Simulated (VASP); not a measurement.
SrTiO3: single point with r2SCAN

Crystal: SrTiO3.

```
Sr Ti O
1.0
     3.82871    0.00000    0.00000
     0.00000    3.82871    0.00000
     0.00000    0.00000    3.82871
Sr Ti O
1 1 3
Direct
  0.00000 0.00000 0.00000
  0.50000 0.50000 0.50000
  0.50000 0.50000 0.00000
  0.50000 0.00000 0.50000
  0.00000 0.50000 0.50000
```

This cell differs from its parent crystal: strain -2.0%.

```yaml
Program: VASP 6.6.1
Task: single point
Functional: r2SCAN
Potentials_or_basis: VASP PAW PBE potentials, release 64 (Sr_sv, Ti_sv, O)
Cutoff: 520 eV
k_mesh: 6 × 6 × 6
Occupations: gaussian, width 0.01 eV
Spin: non-collinear spin, zero start, spin-orbit coupling
Starting_moments: "[[0.0, 0.0, 0.0], [0.0, 0.0, 0.0], [0.0, 0.0, 0.0], [0.0, 0.0, 0.0], [0.0, 0.0, 0.0]] μB"
```

* Pressure: 14.3 GPa
* Net moment: 0.00 μB per cell
* Valence electrons inside the program's atomic spheres: Sr 8.12; Ti 10.38; O 5.13

Moments on the atoms (μB; x, y, z):
```
Sr  0.00 0.00 0.00
Ti  0.00 0.00 0.00
O   0.00 0.00 0.00
O   0.00 0.00 0.00
O   0.00 0.00 0.00
```

Wall time 20 min on 1 thread of Intel Xeon 8259CL, with other jobs on the host, peak memory 0.34 GiB.

Caveat: the cell differs from its parent crystal (strain -2.0%); the cell stands under pressure; the PAW data sets were made with another functional, which shifts forces and pressure a little.
